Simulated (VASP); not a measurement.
# Sc3Al: single point with PBEsol

The system is Sc3Al.

```
CELL_PARAMETERS angstrom
4.46229 0.00000 0.00000
0.00000 4.46229 0.00000
0.00000 0.00000 4.30333
ATOMIC_POSITIONS crystal
Sc 0.50000 0.00000 0.50000
Sc 0.00000 0.50000 0.50000
Sc 0.50000 0.50000 0.00000
Al 0.00000 0.00000 0.00000
```

This cell differs from its parent crystal: biaxial strain in the a-b plane: +2.0 %, then relaxed in part.

```json
{
 "Program": "VASP 6.6.1",
 "Task": "single point",
 "Functional": "PBEsol",
 "Potentials or basis": "VASP PAW PBE potentials, release 64 (Sc_sv, Al)",
 "Cutoff": "520 eV",
 "k mesh": "12 × 12 × 12",
 "Occupations": "gaussian, width 0.1 eV",
 "Spin": "no spin polarisation",
 "Dipole correction": "no",
 "Further INCAR settings": "ALGO = Fast; EDIFF = 1e-06; NBANDS = 26"
}
```

The pressure is -1.4 GPa and the band gap on the k mesh is zero (band 18 reaches 5.05 eV, above the bottom of band 19 at 3.61 eV).

Stress tensor (GPa, compression positive):
```
-2.18  0.00  0.00
 0.00 -2.18  0.00
 0.00  0.00  0.05
```

Levels at points of the mesh, in eV from the Fermi level:
```
           k point  band 15  band 16  band 17  band 18  band 19  band 20  band 21  band 22
(0.00, 0.00, 0.00)    -1.09    -0.97    -0.47    -0.39    -0.39     0.51     0.51     0.98
(0.50, 0.00, 0.00)    -1.35    -0.89    -0.62     0.08     0.17     0.81     1.01     1.48
(0.50, 0.50, 0.00)    -2.86    -1.59    -0.78     0.35     0.51     0.51     1.20     1.20
(0.00, 0.00, 0.50)    -1.28    -0.87    -0.87     0.14     0.19     0.81     0.81     1.56
(0.50, 0.00, 0.50)    -2.75    -1.46    -1.00     0.15     0.43     0.48     1.04     1.10
(0.50, 0.50, 0.50)    -1.51    -1.48    -1.14    -1.09    -1.09     0.46     1.26     1.50
```

It took 5.6 min on 1 thread of Oxide Virtual Turin-like Processor, with other jobs on the host, peak memory 0.43 GiB.

Caveat: the cell differs from its parent crystal (biaxial strain in the a-b plane: +2.0 %, then relaxed in part); the PAW data sets were made with another functional, which shifts forces and pressure a little.
